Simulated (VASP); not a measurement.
# Cu (P2/m) in VASP: single point with PBEsol+D3(BJ)

Aim: the single point of Cu with PBEsol+D3(BJ).

Everything below comes from runs of VASP 6.6.1. Logs are shortened: lines on timing, memory, paths and dates and some standing lists are left out, and cuts for length are marked.

## (1) The cell of the first run

Symmetry: P2/m, No. 10, monoclinic system. The conventional cell has a = 11.568 Å, b = 2.255 Å, c = 22.543 Å, α = 90.00°, β = 101.76°, γ = 90.00°. Cu (site symmetry 2/m) has 2 Cu at 2.25 Å within 3.0 Å.

## (2) Single point, PBEsol+D3(BJ) (strain +0.0150 x Voigt [0, 0, 1, 0, 0, 0])

Input file INCAR:

```
ALGO     = Fast           # electronic algorithm
EDIFF    = 1E-7           # SCF threshold, eV
ENCUT    = 520            # plane-wave cutoff, eV
GGA      = PS             # functional
ISIF     = 2              # what is computed and relaxed
ISMEAR   = 0              # smearing method
IVDW     = 12             # dispersion correction
LASPH    = T              # aspherical terms in the spheres
LCHARG   = F              # write CHGCAR
LREAL    = F              # projectors in reciprocal space
LWAVE    = F              # write WAVECAR
NBANDS   = 12             # bands
NELM     = 80             # most SCF steps
PREC     = Accurate       # precision mode
SIGMA    = 0.15           # smearing width, eV
```

Input file KPOINTS:

```
k-points
0
Gamma
  6 26 4
```

Input file POSCAR:

```
Cu
1.0
   11.5683224068      0.0000000000      0.0000014224
    0.0000000000      2.2546350667      0.0000000000
   -4.5948541118      0.0000000000     22.0693051013
Cu
1
Direct
    0.5000000000      0.5000000000      0.5000000000
```

Potentials or basis: VASP PAW PBE potentials, release 64 (Cu).

The run is started by

```sh
cat potpaw_PBE.64/Cu/POTCAR > POTCAR
mpirun -np 1 vasp_std > vasp.out
```

OUTCAR:

```text
EDIFF = 1E-7
   ENCUT = 520
   GGA = PS
   ISIF = 2
   ISMEAR = 0
   IVDW = 12
   LASPH = T
   LREAL = F
   NELM = 80
   PREC = Accurate
 IVDW          = 12

 ion  position               nearest neighbor table
   1  0.500  0.500  0.500-

  LATTYP: Found a simple monoclinic cell.
 ALAT       =    11.5683224068
 B/A-ratio  =     0.1948973228
 C/A-ratio  =     1.9486453613
 COS(beta)  =    -0.2038300817

  Lattice vectors:

 A1 = (  11.5683224068,   0.0000000000,   0.0000014224)
 A2 = (   0.0000000000,   2.2546350667,   0.0000000000)
 A3 = (  -4.5948541118,   0.0000000000,  22.0693051013)

Analysis of symmetry for initial positions (statically):
=====================================================================
 Subroutine PRICEL returns:
 Original cell was already a primitive cell.

 Routine SETGRP: Setting up the symmetry group for a
 simple monoclinic supercell.

 Subroutine GETGRP returns: Found  4 space group operations
 (whereof  4 operations were pure point group operations)
 out of a pool of  4 trial point group operations.

The static configuration has the point symmetry C_2h.

Analysis of symmetry for dynamics (positions and initial velocities):
=====================================================================
 Subroutine PRICEL returns:
 Original cell was already a primitive cell.

 Routine SETGRP: Setting up the symmetry group for a
 simple monoclinic supercell.

 Subroutine GETGRP returns: Found  4 space group operations
 (whereof  4 operations were pure point group operations)
 out of a pool of  4 trial point group operations.

The dynamic configuration has the point symmetry C_2h.

 Subroutine INISYM returns: Found  4 space group operations
 (whereof  4 operations are pure point group operations),
 and found     1 'primitive' translations

----------------------------------------------------------------------------------------

                                     Primitive cell

  volume of cell :     575.6193

  direct lattice vectors                    reciprocal lattice vectors
    11.568322407  0.000000000  0.000001422     0.086442955  0.000000000  0.017997520
     0.000000000  2.254635067  0.000000000     0.000000000  0.443530758  0.000000000
    -4.594854112  0.000000000 22.069305101    -0.000000006  0.000000000  0.045311802

  length of vectors
    11.568322407  2.254635067 22.542557795     0.088296632  0.443530758  0.045311802

  position of ions in fractional coordinates (direct lattice)
     0.500000000  0.500000000  0.500000000

  ion indices of the primitive-cell ions
   primitive index   ion index
                 1           1

----------------------------------------------------------------------------------------

 KPOINTS: k-points

Automatic generation of k-mesh.
 Grid dimensions read from file:
 generate k-points for:    6   26    4

 Generating k-lattice:

  Cartesian coordinates                     Fractional coordinates (reciprocal lattice)
     0.014407159  0.000000000  0.002999587     0.166666667  0.000000000  0.000000000
     0.000000000  0.017058875  0.000000000     0.000000000  0.038461538  0.000000000
    -0.000000001  0.000000000  0.011327950     0.000000000  0.000000000  0.250000000

  Length of vectors
     0.014716105  0.017058875  0.011327950

  Shift w.r.t. Gamma in fractional coordinates (k-lattice)
     0.000000000  0.000000000  0.000000000

 Subroutine IBZKPT returns following result:
 ===========================================

 Found    196 irreducible k-points:

 Following reciprocal coordinates:
            Coordinates               Weight
  0.000000  0.000000  0.000000      1.000000
  0.166667  0.000000  0.000000      2.000000
  0.333333  0.000000  0.000000      2.000000
  0.500000  0.000000  0.000000      1.000000
  0.000000  0.038462  0.000000      2.000000
  0.166667  0.038462  0.000000      4.000000
[... 16 lines left out ...]
  0.333333  0.192308  0.000000      4.000000
  0.500000  0.192308  0.000000      2.000000
 [... further k-points ...]
   k-points           NKPTS =    196   k-points in BZ     NKDIM =    196   number of bands    NBANDS=     12
   number of dos      NEDOS =    301   number of ions     NIONS =      1
   total plane-waves  NPLWV = 272160
   dimension x,y,z NGX =    90 NGY =   18 NGZ =  168
   dimension x,y,z NGXF=   180 NGYF=   36 NGZF=  336
   ions per type =               1
   NGX,Y,Z   is equivalent  to a cutoff of  12.93, 13.27, 12.39 a.u.
   NGXF,Y,Z  is equivalent  to a cutoff of  25.87, 26.54, 24.78 a.u.
 SYSTEM =  unknown system
   PREC   = accura    normal or accurate (medium, high low for compatibility)
   ISTART =      0    job   : 0-new  1-cont  2-samecut
   ICHARG =      2    charge: 1-file 2-atom 10-const
   ISPIN  =      1    spin polarized calculation?
   LNONCOLLINEAR =      F non collinear calculations
   LSORBIT =      F    spin-orbit coupling
   LASPH  =      T    aspherical Exc in radial PAW
   ENCUT  =  520.0 eV  38.22 Ry    6.18 a.u.  21.51  4.19 41.91*2*pi/ulx,y,z
   NELM   =     80;   NELMIN=  2; NELMDL= -5     # of ELM steps
   EDIFF  = 0.1E-06   stopping-criterion for ELM
   LREAL  =      F    real-space projection
   EDIFFG = 0.1E-05   stopping-criterion for IOM
   NSW    =      0    number of steps for IOM
   IBRION =     -1    ionic relax: 0-MD 1-quasi-New 2-CG
   NFREE  =      0    steps in history (QN), initial steepest desc. (CG)
   ISIF   =      2    stress and relaxation
   ISYM   =      2    0-nonsym 1-usesym 2-fastsym
   POTIM  = 0.5000    time-step for ionic-motion
   TEBEG  =    0.0;   TEEND  =   0.0 temperature during run
   PSTRESS=    0.0 pullay stress
   NELECT =      11.0000    total number of electrons
   NUPDOWN=      -1.0000    fix difference up-down
   EMIN   =  10.00;   EMAX   =-10.00  energy-range for DOS
   EFERMI =   0.00;   METHOD = LEGACY
   ISMEAR =     0;   SIGMA  =   0.15  broadening in eV -4-tet -1-fermi 0-gaus
   EFERMI_NEDOS =   21; number of points for ismear=-14 and -15
   IALGO  =     68    algorithm
   IMIX   =      4    mixing-type and parameters
     AMIX     =   0.40;   BMIX     =  1.00
     AMIX_MAG =   1.60;   BMIX_MAG =  1.00
  volume/ion in A,a.u.               =     575.62      3884.47
  Fermi-wavevector in a.u.,A,eV,Ry     =   0.437684  0.827103  2.606431  0.191567
  Thomas-Fermi vector in A             =   1.410699
   LORBIT       =      0    0 simple, 1 ext, 2 COOP (PROOUT), +10 PAW based schemes
   GGA     = PS    functional components
   LHFCALC =     F    Hartree Fock is set to
   AEXX    =    0.0000 exact exchange contribution
   IVDW    =    12    specifies the selected vdW correction
   LEPSILON=     F    determine dielectric tensor
   LRPA    =     F    only Hartree local field effects (RPA)
 non-spin polarized calculation
 RMM-DIIS sequential band-by-band and
 Gauss-broadening in eV      SIGMA  =   0.15
  energy-cutoff  :      520.00
  volume of cell :      575.62
 maximum number of plane-waves:     15582
 NGX is ok and might be reduce to    90
   NGX = 43   NGY =  9   NGZ = 83

 number of electron      11.0000008 magnetization

 Free energy of the ion-electron system (eV)
  ---------------------------------------------------
  ext. energy  EPLUGINS =         0.00000000
  ---------------------------------------------------
  free energy    TOTEN  =        -1.94807481 eV

  energy without entropy =       -1.92816463  energy(sigma->0) =       -1.93811972

 E-fermi :  -5.0321     XC(G=0):  -0.7306

 val. band max:       -5.1288483406   @ k =   0.1667   0.0000   0.2500
 cond. band min:      -5.0245204450   @ k =   0.0000   0.2692   0.5000
 fundamental gap:      0.1043278956
 Fermi energy:        -5.0321228009

 k-point     1 :       0.0000    0.0000    0.0000
  band No.  band energies     occupation
      1      -8.5570      2.00000
      2      -6.1892      2.00000
      3      -5.9790      2.00000
      4      -5.9790      2.00000
      5      -5.1289      1.63823
      6      -5.1288      1.63820
      7      -2.1046      0.00000
      8      -2.0975      0.00000
      9       0.0271      0.00000
     10       0.4232      0.00000
     11       0.5030      0.00000
     12       0.9563      0.00000

 k-point     2 :       0.1667    0.0000    0.0000
  band No.  band energies     occupation
      1      -8.5570      2.00000
      2      -6.1892      2.00000
      3      -5.9790      2.00000
      4      -5.9790      2.00000
      5      -5.1289      1.63823
      6      -5.1289      1.63821
      7      -2.1043      0.00000
      8      -2.1008      0.00000
      9       0.0738      0.00000
     10       0.4453      0.00000
     11       0.5423      0.00000
     12       0.8857      0.00000

 k-point     3 :       0.3333    0.0000    0.0000
  band No.  band energies     occupation
      1      -8.5570      2.00000
      2      -6.1892      2.00000
      3      -5.9790      2.00000
      4      -5.9790      2.00000
      5      -5.1289      1.63824
      6      -5.1289      1.63821
      7      -2.1073      0.00000
      8      -2.1036      0.00000
      9       0.2029      0.00000
     10       0.5066      0.00000
     11       0.6530      0.00000
     12       0.6643      0.00000

 k-point     4 :       0.5000    0.0000    0.0000
  band No.  band energies     occupation
      1      -8.5570      2.00000
      2      -6.1892      2.00000
      3      -5.9790      2.00000
      4      -5.9790      2.00000
      5      -5.1289      1.63824
      6      -5.1288      1.63820
      7      -2.1104      0.00000
      8      -2.1033      0.00000
      9       0.3440      0.00000
     10       0.4802      0.00000
     11       0.5714      0.00000
     12       0.6756      0.00000

 k-point     5 :       0.0000    0.0385    0.0000
  band No.  band energies     occupation
      1      -8.5036      2.00000
      2      -6.1681      2.00000
      3      -5.9730      2.00000
      4      -5.9730      2.00000
      5      -5.1711      1.80979
      6      -5.1711      1.80978
      7      -2.0385      0.00000
      8      -2.0313      0.00000
      9       0.0701      0.00000
     10       0.4668      0.00000
     11       0.5478      0.00000
     12       0.9996      0.00000
[... 228 lines left out ...]
      1      -7.2931      2.00000
      2      -5.8746      2.00000
      3      -5.8746      2.00000
      4      -5.8460      2.00000
      5      -5.8460      2.00000
      6      -5.6557      2.00000
      7      -0.6917      0.00000
      8      -0.6811      0.00000
      9       1.1038      0.00000
     10       1.5122      0.00000
     11       1.6166      0.00000
     12       2.0399      0.00000

 k-point    22 :       0.1667    0.1923    0.0000
  band No.  band energies     occupation
      1      -7.2931      2.00000
      2      -5.8746      2.00000
      3      -5.8746      2.00000
      4      -5.8460      2.00000
      5      -5.8460      2.00000
      6      -5.6557      2.00000
      7      -0.6911      0.00000
      8      -0.6860      0.00000
      9       1.1526      0.00000
     10       1.5386      0.00000
     11       1.6495      0.00000
     12       1.9789      0.00000

 k-point    23 :       0.3333    0.1923    0.0000
  band No.  band energies     occupation
      1      -7.2931      2.00000
      2      -5.8746      2.00000
      3      -5.8746      2.00000
      4      -5.8460      2.00000
      5      -5.8460      2.00000
      6      -5.6557      2.00000
      7      -0.6956      0.00000
      8      -0.6901      0.00000
      9       1.2845      0.00000
     10       1.6033      0.00000
     11       1.7420      0.00000
     12       1.7760      0.00000

 k-point    24 :       0.5000    0.1923    0.0000
  band No.  band energies     occupation
      1      -7.2931      2.00000
      2      -5.8746      2.00000
      3      -5.8746      2.00000
      4      -5.8460      2.00000
      5      -5.8460      2.00000
      6      -5.6557      2.00000
      7      -0.7003      0.00000
      8      -0.6895      0.00000
      9       1.4153      0.00000
     10       1.5947      0.00000
     11       1.6609      0.00000
     12       1.7918      0.00000

 [... further k-points ...]

------------------------ aborting loop because EDIFF is reached ----------------------------------------

 Edisp (eV)   -0.02796

 E8    (eV) :    -0.0192

  FORCE on cell =-STRESS in cart. coord.  units (eV):
  Direction    XX          YY          ZZ          XY          YZ          ZX
  --------------------------------------------------------------------------------------
  -------------------------------------------------------------------------------------
  Total      -0.01151     0.04251    -0.00703     0.00000     0.00000    -0.00063
  in kB      -0.03205     0.11833    -0.01956     0.00000     0.00000    -0.00175
  external pressure =        0.02 kB  Pullay stress =        0.00 kB

 VOLUME and BASIS-vectors are now :
 -----------------------------------------------------------------------------
  energy-cutoff  :      520.00
  volume of cell :      575.62
      direct lattice vectors                 reciprocal lattice vectors
    11.568322407  0.000000000  0.000001422     0.086442955  0.000000000  0.017997520
     0.000000000  2.254635067  0.000000000     0.000000000  0.443530758  0.000000000
    -4.594854112  0.000000000 22.069305101    -0.000000006  0.000000000  0.045311802

 POSITION                                       TOTAL-FORCE (eV/Angst)
 -----------------------------------------------------------------------------------
      3.48673      1.12732     11.03465         0.000000      0.000000      0.000000
 -----------------------------------------------------------------------------------
    total drift:                                0.000000     -0.000000     -0.000000

  FREE ENERGIE OF THE ION-ELECTRON SYSTEM (eV)
  ---------------------------------------------------
  free  energy   TOTEN  =        -1.9760350099 eV

  energy  without entropy=       -1.9561248284  energy(sigma->0) =       -1.96607992
```

It took 40 min on 1 thread of Intel Xeon Platinum 8488C (Sapphire Rapids), shared host; peak memory 1.6 GiB.

What came out:

- Free energy: -1.9760 eV
- Pressure: 0.0 GPa
- Band gap on the k mesh: zero (an odd number of electrons rules out a gap without spin polarisation)
- Dispersion energy per atom: -0.028 eV

Caveat: the cell differs from its parent crystal (strain +0.0150 x Voigt [0, 0, 1, 0, 0, 0]); the PAW data sets were made with another functional, which shifts forces and pressure a little.
